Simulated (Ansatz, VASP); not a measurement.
# Si2Mo: VASP beside Ansatz

```
CELL_PARAMETERS angstrom
0.00000 5.38793 5.38793
5.38793 0.00000 5.38793
5.38793 5.38793 0.00000
ATOMIC_POSITIONS crystal
Si 0.12500 0.12500 0.12500
Si 0.62500 0.12500 0.12500
Si 0.12500 0.12500 0.62500
Si 0.12500 0.62500 0.12500
Mo 0.00000 0.00000 0.00000
Mo 0.25000 0.25000 0.25000
```

Alike in both runs: functional r2SCAN; k mesh 6 × 6 × 6; occupations gaussian, width 0.1 eV; no spin polarisation.

Ansatz relaxed the structure, and its values are those at the end. VASP's run is a single point on that final structure, the one shown.

|  | VASP | Ansatz |
| --- | --- | --- |
| version | VASP 6.6.1 | Ansatz 0.2.0 |
| potentials or method | VASP PAW PBE potentials, release 64 (Si, Mo_sv), cutoff 520 eV | scalar-relativistic, plane waves, PAW |
| valence electrons in the cell | 44 | 44 |

|  | VASP | Ansatz | Ansatz less VASP |
| --- | --- | --- | --- |
| gap on the k mesh at the Fermi level (eV) | none | none | - |
| pressure (GPa) | 0.0 | 0.0 | -0.02 |

VASP's potentials were made for PBE, not for r2SCAN. A gap of «none» marks a metal or a gap that the smearing closes.
